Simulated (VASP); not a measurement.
A run of VASP 6.6.1 is set up as follows.

The input INCAR:

```
SYSTEM = AgCl
PREC = Accurate
ENCUT = 600
EDIFF = 1E-8
ISMEAR = 0
SIGMA = 0.01
LREAL = .False.
LASPH = .True.
NELM = 80
ALGO = Normal
ISIF = 3
LWAVE = .False.
LCHARG = .False.
GGA = PS
NBANDS = 16
IBRION = 6
NFREE = 2
POTIM = 0.015
NSW = 1
```

File KPOINTS:

```
regular mesh
0
Gamma
  8 8 8
  0 0 0
```

POSCAR

```
AgCl
1.0
    0.0000000000      2.7084881540      2.7084881540
    2.7084881540      0.0000000000      2.7084881540
    2.7084881540      2.7084881540      0.0000000000
Ag Cl
1 1
Direct
    0.0000000000      0.0000000000      0.0000000000
    0.5000000000      0.5000000000      0.5000000000
```

Potentials or basis: VASP PAW PBE potentials, release 64 (Ag, Cl).

The run is started by

```sh
$ cat potpaw_PBE.64/Ag/POTCAR potpaw_PBE.64/Cl/POTCAR > POTCAR
$ mpirun -np 1 vasp_std > vasp.out
```

Q: Predict the elastic constants C11, C12, C44.

A: 86, 49, 4 GPa.

Q: What does it give for the Voigt bulk modulus?

A: 61 GPa.

Q: What does it give for the highest phonon frequency at Γ, LO-TO splitting left out?

A: 123 cm⁻¹.

Phonon frequencies in cm⁻¹ (negative: imaginary):
| q point | frequencies |
| --- | --- |
| (0.000, 0.000, 0.000) | 0 0 0 123 123 123 |

Caveat: the PAW data sets were made with another functional, which shifts forces and pressure a little.
